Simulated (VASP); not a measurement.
# Ge (Fd-3m) in VASP: single point with PBE

Aim: the single point of Ge with PBE.

Everything below comes from runs of VASP 6.6.1. Logs are shortened: lines on timing, memory, paths and dates and some standing lists are left out, and cuts for length are marked.

**1. The cell of the first run**

The structure is cubic, space group Fd-3m (No. 227). The conventional cell has a = 5.565 Å, b = 5.565 Å, c = 5.565 Å, α = 90.00°, β = 90.00°, γ = 90.00°. Within 3.2 Å of Ge (site symmetry -43m) lie 4 Ge at 2.41 Å.

**2. Single point, PBE (Si replaced by Ge, lengths x 1.049, strained)**

INCAR reads:

```
SYSTEM = Ge
  ALGO = Normal
  EDIFF = 1E-6
  ENCUT = 520
  GGA = PE
  ISIF = 2
  ISMEAR = 0
  LASPH = .True.
  LCHARG = .False.
  LREAL = .False.
  LWAVE = .False.
  NBANDS = 21
  NELM = 80
  PREC = Accurate
  SIGMA = 0.02
```

KPOINTS reads:

```
k-points
0
Gamma
  12 12 12
  0 0 0
```

POSCAR reads:

```
Ge
1.0
    0.0000000000      2.7823360268      2.7823360268
    2.7823360268      0.0000000000      2.7823360268
    2.7823360268      2.7823360268      0.0000000000
Ge
2
Direct
    0.5000000000      0.5000000000      0.5000000000
    0.7500000000      0.7500000000      0.7500000000
```

Potentials or basis: VASP PAW PBE potentials, release 64 (Ge_d).

Started as:

```sh
cat potpaw_PBE.64/Ge_d/POTCAR > POTCAR
mpirun -np 1 vasp_std > vasp.out
```

OUTCAR:

```text
SYSTEM = Ge
   EDIFF = 1E-6
   ENCUT = 520
   GGA = PE
   ISIF = 2
   ISMEAR = 0
   LASPH = .True.
   LREAL = .False.
   NELM = 80
   PREC = Accurate

 ion  position               nearest neighbor table
   1  0.500  0.500  0.500-   2 2.41   2 2.41   2 2.41   2 2.41
   2  0.750  0.750  0.750-   1 2.41   1 2.41   1 2.41   1 2.41

  LATTYP: Found a face centered cubic cell.
 ALAT       =     5.5646720536

  Lattice vectors:

 A1 = (   0.0000000000,   2.7823360268,   2.7823360268)
 A2 = (   2.7823360268,   0.0000000000,   2.7823360268)
 A3 = (   2.7823360268,   2.7823360268,   0.0000000000)

Analysis of symmetry for initial positions (statically):
=====================================================================
 Subroutine PRICEL returns:
 Original cell was already a primitive cell.

 Routine SETGRP: Setting up the symmetry group for a
 face centered cubic supercell.

 Subroutine GETGRP returns: Found 48 space group operations
 (whereof 24 operations were pure point group operations)
 out of a pool of 48 trial point group operations.

The static configuration has the point symmetry T_d .
 The point group associated with its full space group is O_h .

Analysis of symmetry for dynamics (positions and initial velocities):
=====================================================================
 Subroutine PRICEL returns:
 Original cell was already a primitive cell.

 Routine SETGRP: Setting up the symmetry group for a
 face centered cubic supercell.

 Subroutine GETGRP returns: Found 48 space group operations
 (whereof 24 operations were pure point group operations)
 out of a pool of 48 trial point group operations.

The dynamic configuration has the point symmetry T_d .
 The point group associated with its full space group is O_h .

 Subroutine INISYM returns: Found 48 space group operations
 (whereof 24 operations are pure point group operations),
 and found     1 'primitive' translations

----------------------------------------------------------------------------------------

                                     Primitive cell

  volume of cell :      43.0783

  direct lattice vectors                    reciprocal lattice vectors
     0.000000000  2.782336027  2.782336027    -0.179705109  0.179705109  0.179705109
     2.782336027  0.000000000  2.782336027     0.179705109 -0.179705109  0.179705109
     2.782336027  2.782336027  0.000000000     0.179705109  0.179705109 -0.179705109

  length of vectors
     3.934817344  3.934817344  3.934817344     0.311258380  0.311258380  0.311258380
[... 74 lines left out ...]
   ICHARG =      2    charge: 1-file 2-atom 10-const
   ISPIN  =      1    spin polarized calculation?
   LNONCOLLINEAR =      F non collinear calculations
   LSORBIT =      F    spin-orbit coupling
   LASPH  =      T    aspherical Exc in radial PAW
   ENCUT  =  520.0 eV  38.22 Ry    6.18 a.u.   7.32  7.32  7.32*2*pi/ulx,y,z
   NELM   =     80;   NELMIN=  2; NELMDL= -5     # of ELM steps
   EDIFF  = 0.1E-05   stopping-criterion for ELM
   LREAL  =      F    real-space projection
   EDIFFG = 0.1E-04   stopping-criterion for IOM
   NSW    =      0    number of steps for IOM
   IBRION =     -1    ionic relax: 0-MD 1-quasi-New 2-CG
   NFREE  =      0    steps in history (QN), initial steepest desc. (CG)
   ISIF   =      2    stress and relaxation
   ISYM   =      2    0-nonsym 1-usesym 2-fastsym
   POTIM  = 0.5000    time-step for ionic-motion
   TEBEG  =    0.0;   TEEND  =   0.0 temperature during run
   PSTRESS=    0.0 pullay stress
   NELECT =      28.0000    total number of electrons
   NUPDOWN=      -1.0000    fix difference up-down
   EMIN   =  10.00;   EMAX   =-10.00  energy-range for DOS
   EFERMI =   0.00;   METHOD = LEGACY
   ISMEAR =     0;   SIGMA  =   0.02  broadening in eV -4-tet -1-fermi 0-gaus
   EFERMI_NEDOS =   21; number of points for ismear=-14 and -15
   IALGO  =     38    algorithm
   IMIX   =      4    mixing-type and parameters
     AMIX     =   0.40;   BMIX     =  1.00
     AMIX_MAG =   1.60;   BMIX_MAG =  1.00
  volume/ion in A,a.u.               =      21.54       145.35
  Fermi-wavevector in a.u.,A,eV,Ry     =   1.418104  2.679827 27.361555  2.011018
  Thomas-Fermi vector in A             =   2.539264
   LORBIT       =      0    0 simple, 1 ext, 2 COOP (PROOUT), +10 PAW based schemes
   GGA     = PE    functional components
   LHFCALC =     F    Hartree Fock is set to
   AEXX    =    0.0000 exact exchange contribution
   IVDW    =     0    specifies the selected vdW correction
   LEPSILON=     F    determine dielectric tensor
   LRPA    =     F    only Hartree local field effects (RPA)
 non-spin polarized calculation
 Gauss-broadening in eV      SIGMA  =   0.02
  energy-cutoff  :      520.00
  volume of cell :       43.08
 maximum number of plane-waves:      1211
 NGX is ok and might be reduce to    30
   NGX = 15   NGY = 15   NGZ = 15

 number of electron      28.0000010 magnetization

 Free energy of the ion-electron system (eV)
  ---------------------------------------------------
  ext. energy  EPLUGINS =         0.00000000
  ---------------------------------------------------
  free energy    TOTEN  =        -8.93143601 eV

  energy without entropy =       -8.93143601  energy(sigma->0) =       -8.93143601

 E-fermi :   5.5917     XC(G=0): -10.1636

 val. band max:        5.4914597075   @ k =   0.0000   0.0000   0.0000
 cond. band min:       5.8331688704   @ k =   0.5000   0.0000   0.0000
 fundamental gap:      0.3417091629
 Fermi energy:         5.5916652662

 k-point     1 :       0.0000    0.0000    0.0000
  band No.  band energies     occupation
      1     -19.4019      2.00000
      2     -19.4019      2.00000
      3     -19.4019      2.00000
      4     -19.3616      2.00000
      5     -19.3616      2.00000
      6     -19.1226      2.00000
[... 565 lines left out ...]
     20      15.3462      0.00000
     21      16.0521      0.00000

 [... further k-points ...]
[... 5 lines left out ...]
  --------------------------------------------------------------------------------------
  -------------------------------------------------------------------------------------
  Total        2.1026091      2.1026091      2.1026091      0.0000000      0.0000000     -0.0000000
  in kB       78.2006535     78.2006535     78.2006535      0.0000000      0.0000000     -0.0000000
  external PRESSURE =      78.2006535 kB  Pullay stress =       0.0000000 kB

 VOLUME and BASIS-vectors are now :
 -----------------------------------------------------------------------------
  energy-cutoff  :      520.00
  volume of cell :       43.08
      direct lattice vectors                 reciprocal lattice vectors
     0.000000000  2.782336027  2.782336027    -0.179705109  0.179705109  0.179705109
     2.782336027  0.000000000  2.782336027     0.179705109 -0.179705109  0.179705109
     2.782336027  2.782336027  0.000000000     0.179705109  0.179705109 -0.179705109

 POSITION                                       TOTAL-FORCE (eV/Angst)
 -----------------------------------------------------------------------------------
      2.78234      2.78234      2.78234        -0.000000     -0.000000     -0.000000
      4.17350      4.17350      4.17350         0.000000      0.000000      0.000000
 -----------------------------------------------------------------------------------
    total drift:                                0.000000     -0.000000      0.000000

  FREE ENERGIE OF THE ION-ELECTRON SYSTEM (eV)
  ---------------------------------------------------
  free  energy   TOTEN  =        -8.9314360120 eV

  energy  without entropy=       -8.9314360120  energy(sigma->0) =       -8.93143601
```

stdout:

```text
POSCAR found type information on POSCAR Ge
 POSCAR found :  1 types and       2 ions
 scaLAPACK will be used
 LDA part: xc-table for (Slater+PW92), standard interpolation
 POSCAR, INCAR and KPOINTS ok, starting setup
 FFT: planning ... GRIDC
 FFT: planning ... GRID_SOFT
 FFT: planning ... GRID
 WAVECAR not read
 entering main loop
```

It took 2 min on 1 thread of Intel Xeon 6975P-C, shared host; peak memory 0.2 GiB.

Results:

* Free energy: -8.9314 eV
* Pressure: 7.8 GPa
* Band gap on the k mesh: 0.34 eV, indirect (least direct gap 0.50 eV)

Levels at points of the mesh, in eV from the valence-band top:
```tsv
k point	band 10	band 11	band 12	band 13	band 14	band 15	band 16	band 17	band 18	band 19
(0.00, 0.00, 0.00)	-24.60	-13.16	0.00	0.00	0.00	0.50	2.57	2.57	2.57	6.54
(0.50, 0.00, 0.00)	-24.57	-10.95	-7.84	-1.48	-1.48	0.34	3.77	3.77	7.15	10.90
(0.50, 0.50, 0.00)	-24.55	-9.08	-9.08	-3.25	-3.25	0.69	0.69	9.94	9.94	12.12
```

Caveat: the cell differs from its parent crystal (Si replaced by Ge, lengths x 1.049, strained). A k mesh can miss the band edges.
